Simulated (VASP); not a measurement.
## Na: relaxation of cell and atoms with PBEsol

The system is Na.

```
Na
1.0
     3.70038    0.00000    0.00000
    -1.85019    3.20463    0.00000
     0.00000    0.00000   12.53732
Na
4
Cartesian
  1.8502 1.0682 9.4030
  0.0000 0.0000 6.2687
  0.0000 2.1364 3.1343
  0.0000 0.0000 0.0000
```

This isn't the form of Na at room conditions, which is bcc.

```yaml
Program: VASP 6.6.1
Task: relaxation of cell and atoms
Functional: PBEsol
Potentials_or_basis: VASP PAW PBE potentials, release 64 (Na_pv)
Cutoff: 600 eV
k_mesh: 8 × 8 × 3
Occupations: fermi-dirac, width 0.05 eV
Spin: no spin polarisation
Target_pressure: 10 GPa
Dipole_correction: no
Further_INCAR_settings: ALGO = Normal; EDIFF = 1e-06; IBRION = 2; EDIFFG = -0.005; NSW = 80; ISIF = 3
```

```yaml
Relaxed_volume: 22.03 Å³/atom
Relaxed_cell: a = 3.168 Å, b = 3.168 Å, c = 10.134 Å, α = 90.00°, β = 90.00°, γ = 120.00°
Space_group_after_relaxing_to_0.1_Å: P6_3/mmc (No. 194)
Energy_change_on_relaxing_the_run_minimises_the_enthalpy: +293.1 meV/atom
Ionic_steps: 9
Pressure_after_relaxing: 10.0 GPa
Band_gap_on_the_k_mesh: zero (bands 14 and 15 overlap by 4.37 eV)
```

Step by step:
```
step  energy change (eV)  largest force (eV/Å)  pressure (GPa)  volume (Å³)
   1              0.0000                0.0000           -0.15       148.67
   2              0.4899                0.0000            4.98       103.54
   3              1.0124                0.0000            8.79        91.05
   4              1.2038                0.0000           10.14        87.79
   5              1.1412                0.0000            9.64        88.81
   6              1.1364                0.0000            9.70        88.78
   7              1.1359                0.0000            9.72        88.70
   8              1.1851                0.0000           10.12        87.90
   9              1.1723                0.0000            9.98        88.10
```

Final structure:
```yaml
crystal:
  lattice:
    - [3.16843, 0.00000, 0.00000]
    - [-1.58421, 2.74394, 0.00000]
    - [0.00000, 0.00000, 10.13391]
  atoms:
    - { symbol: Na, position: [0.66667, 0.33333, 0.75000] }
    - { symbol: Na, position: [0.00000, 0.00000, 0.50000] }
    - { symbol: Na, position: [0.33333, 0.66667, 0.25000] }
    - { symbol: Na, position: [0.00000, 0.00000, 0.00000] }
```

Levels at points of the mesh, in eV from the Fermi level:
| k point | band 10 | band 11 | band 12 | band 13 | band 14 | band 15 | band 16 | band 17 | band 18 |
| --- | --- | --- | --- | --- | --- | --- | --- | --- | --- |
| (0.00, 0.00, 0.00) | -24.64 | -24.64 | -24.64 | -4.60 | -3.07 | -3.07 | 0.77 | 1.65 | 7.72 |
| (0.50, 0.00, 0.00) | -24.69 | -24.67 | -24.66 | 0.21 | 0.40 | 1.31 | 1.60 | 1.96 | 2.16 |

It took 2.4 min on 1 thread of AMD EPYC 9R45 (Zen 5), with other jobs on the host, peak memory 0.26 GiB.

Caveat: the cell is relaxed towards a set pressure, so the run minimises the enthalpy, not the energy; the volume moved by over 15 % at a fixed basis, so the end points are rough; the PAW data sets were made with another functional, which shifts forces and pressure a little.
